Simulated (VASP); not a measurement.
Set up this calculation in VASP 6.6.1, as the native input.

- Task: single point
- Functional: PBE
- Potentials or basis: VASP PAW PBE potentials, release 64 (Ca_sv, O)
- Cutoff: 520 eV
- k mesh: 8 × 8 × 8
- Occupations: gaussian, width 0.1 eV
- Spin: no spin polarisation
- Dipole correction: no
- Further INCAR settings: ALGO = Normal; EDIFF = 1e-06; NBANDS = 15

The structure of CaO lies in POSCAR:

```
CaO
1.0
   -1.7080702527      1.7080702527      2.4201107688
    1.7080702527     -1.7080702527      2.4201107688
    1.7080702527      1.7080702527     -2.4201107688
Ca O
1 1
Direct
    0.0359813442      0.0359813442      0.0000000000
    0.5360196758      0.5360196758      0.0000000000
```

These files were run (other wordings do the same):

INCAR

```
PREC     = Accurate       # precision mode
ENCUT    = 520            # plane-wave cutoff, eV
EDIFF    = 1E-6           # SCF threshold, eV
ISMEAR   = 0              # smearing method
SIGMA    = 0.1            # smearing width, eV
LREAL    = F              # projectors in reciprocal space
LASPH    = T              # aspherical terms in the spheres
NELM     = 100            # most SCF steps
ALGO     = Normal         # electronic algorithm
ISIF     = 2              # what is computed and relaxed
LWAVE    = F              # write WAVECAR
LCHARG   = T              # write CHGCAR
GGA      = PE             # functional
LELF     = T              # ELF
LVHAR    = T            
NBANDS   = 15             # bands
```

KPOINTS

```
Automatic mesh
0
Gamma
  8 8 8
```

Potentials or basis: VASP PAW PBE potentials, release 64 (Ca_sv, O).

Command:

```bash
$ cat potpaw_PBE.64/Ca_sv/POTCAR potpaw_PBE.64/O/POTCAR > POTCAR
$ mpirun -np 1 vasp_std > vasp.out
```

Results of the run:

```
Pressure               : 0.3 GPa
Band gap on the k mesh : 3.64 eV, indirect (least direct gap 4.01 eV)
```

Run time: 24 s on 1 thread of Intel(R) Xeon(R) Platinum 8259CL CPU @ 2.50GHz (Skylake/Cascade Lake), with other jobs on the host, peak memory 0.17 GiB.
